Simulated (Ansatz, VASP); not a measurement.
InPt3 in VASP and in Ansatz

```xyz
4
Lattice="4.0405 0.0000 0.0000 0.0000 4.0405 0.0000 0.0000 0.0000 4.0405" Properties=species:S:1:pos:R:3 pbc="T T T"
In    0.0000    0.0000    0.0000
Pt    2.0202    2.0202    0.0000
Pt    0.0000    2.0202    2.0202
Pt    2.0202    0.0000    2.0202
```

Change from the starting cell: volume scaled by 1.04.

Alike in both runs: task single point; functional PBEsol; k mesh 10 × 10 × 10; occupations fermi-dirac, width 0.05 eV; no spin polarisation.

|  | VASP | Ansatz |
| --- | --- | --- |
| version | VASP 6.6.1 | Ansatz 0.2.0 |
| potentials or method | VASP PAW PBE potentials, release 64 (In_d, Pt), cutoff 520 eV | all-electron LAPW, scalar-relativistic |

```tsv
	VASP	Ansatz	Ansatz less VASP
pressure (GPa)	-7.5	-7.4	+0.14
```

VASP's potentials were made for PBE, not for PBEsol. Ansatz ran all-electron here, and VASP with PAW potentials.

Neither program's run includes spin-orbit coupling.
